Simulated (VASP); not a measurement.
Au, 1 atom in the cell. Symmetry: Im-3m, No. 229, cubic system. The conventional cell has a = 3.253 Å, b = 3.253 Å, c = 3.253 Å, α = 90.00°, β = 90.00°, γ = 90.00°. Au (site symmetry m-3m) has 14 Au at 2.82 to 3.25 Å within 3.7 Å. This isn't the form of Au at room conditions, which is fcc.

- Program: VASP 6.6.1
- Task: relaxation of cell and atoms
- Functional: PBEsol
- Potentials or basis: VASP PAW PBE potentials, release 64 (Au)
- Cutoff: 600 eV
- k mesh: 18 × 18 × 18
- Occupations: gaussian, width 0.1 eV
- Spin: no spin polarisation
- Target pressure: -1 GPa
- Dipole correction: no
- Further INCAR settings: ALGO = Fast; EDIFF = 1e-06; IBRION = 2; EDIFFG = -0.008; NSW = 70; ISIF = 3

Potentials or basis: VASP PAW PBE potentials, release 64 (Au).

Run with:

```console
$ cat potpaw_PBE.64/Au/POTCAR > POTCAR
$ mpirun -np 1 vasp_std > vasp.out
```

Hardware: 1 thread of Intel Xeon 8259CL (shared host).

Estimate the wall time of this run.

It took 97 s on 1 thread of Intel Xeon 8259CL (shared host), peak memory 0.17 GiB. Counts: scf iterations 24, k points 195, ion steps 3.
